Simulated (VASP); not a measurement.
Here is a VASP 6.6.1 calculation.

The input INCAR:

```
SYSTEM = C
PREC = Accurate ; ENCUT = 520
EDIFF = 1E-6 ; ISMEAR = -1
SIGMA = 0.1 ; LREAL = .FALSE.
LASPH = .TRUE. ; NELM = 100
ALGO = Normal ; ISIF = 2
LWAVE = .FALSE. ; LCHARG = .TRUE.
GGA = PS ; LELF = .TRUE.
LVHAR = .TRUE. ; NBANDS = 16
```

File KPOINTS:

```
Automatic mesh
0
G
  10 10 3
  0 0 0
```

The input POSCAR:

```
C
1.0
    1.2294952900     -2.1291351080      0.0000000000
    1.2294952900      2.1291351080      0.0000000000
    0.0000000000      0.0000000000      7.4512114172
C
4
Direct
    0.0833310390      0.9166689610      0.7500096870
    0.5833310390      0.4166689610      0.2499903130
    0.9166689610      0.0833310390      0.2499903130
    0.4166689610      0.5833310390      0.7500096870
```

Potentials or basis: VASP PAW PBE potentials, release 64 (C).

The run is started by

```bash
$ cat potpaw_PBE.64/C/POTCAR > POTCAR
$ mpirun -np 1 vasp_std > vasp.out
```

Question: Estimate the pressure.

Answer: 0.6 GPa.

Stress tensor (GPa, compression positive):
```
 0.93  0.00  0.00
 0.00  0.92  0.00
 0.00  0.00 -0.05
```

Caveat: this functional lacks dispersion, which binds the layers, so the pressure and a relaxed spacing across them are unreliable; the PAW data sets were made with another functional, which shifts forces and pressure a little.
